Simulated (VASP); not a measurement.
Input of a VASP 6.6.1 run:

INCAR

```
PREC = Accurate
ENCUT = 520
EDIFF = 1E-6
ISMEAR = 0
SIGMA = 0.05
LREAL = F
LASPH = T
NELM = 60
ALGO = Normal
ISIF = 2
LWAVE = F
LCHARG = F
LDIPOL = T
IDIPOL = 3
DIPOL = 0.5 0.5 0.382
GGA = PE
IVDW = 12
NBANDS = 31
```

The input KPOINTS:

```
Automatic mesh
0
Gamma
  9 9 1
```

POSCAR

```
PtSe2
1.0
    3.7070358307      0.0000000000      0.0000000000
   -1.8535179153      3.2103872021      0.0000000000
    0.0000000000      0.0000000000     22.7981611688
Se Pt
4 2
Direct
    0.6666666667      0.3333333333      0.1973843402
    0.3333333333      0.6666666667      0.3135814565
    0.3333333333      0.6666666667      0.4499959672
    0.6666666667      0.3333333333      0.5661930834
    0.0000000000      0.0000000000      0.2554828983
    1.0000000000      1.0000000000      0.5080945253
```

Potentials or basis: VASP PAW PBE potentials, release 64 (Se, Pt).

Command:

```bash
$ cat potpaw_PBE.64/Se/POTCAR potpaw_PBE.64/Pt/POTCAR > POTCAR
$ mpirun -np 1 vasp_std > vasp.out
```

Task: What does it give for the band gap on the k mesh?

Result: 0.41 eV (least direct gap 0.68 eV).

Task: Estimate the largest force.

Result: 0.409 eV/Å.

Task: What does it give for the dispersion energy per atom?

Result: -0.356 eV.

Forces in eV/Å, atoms in the order of the input:
```
Se   0.000  0.000 -0.043
Se   0.000  0.000 -0.409
Se   0.000  0.000  0.409
Se   0.000  0.000  0.043
Pt   0.000  0.000 -0.008
Pt   0.000  0.000  0.008
```

Caveat: spin-orbit coupling is left out, which moves the levels of the heavy elements.
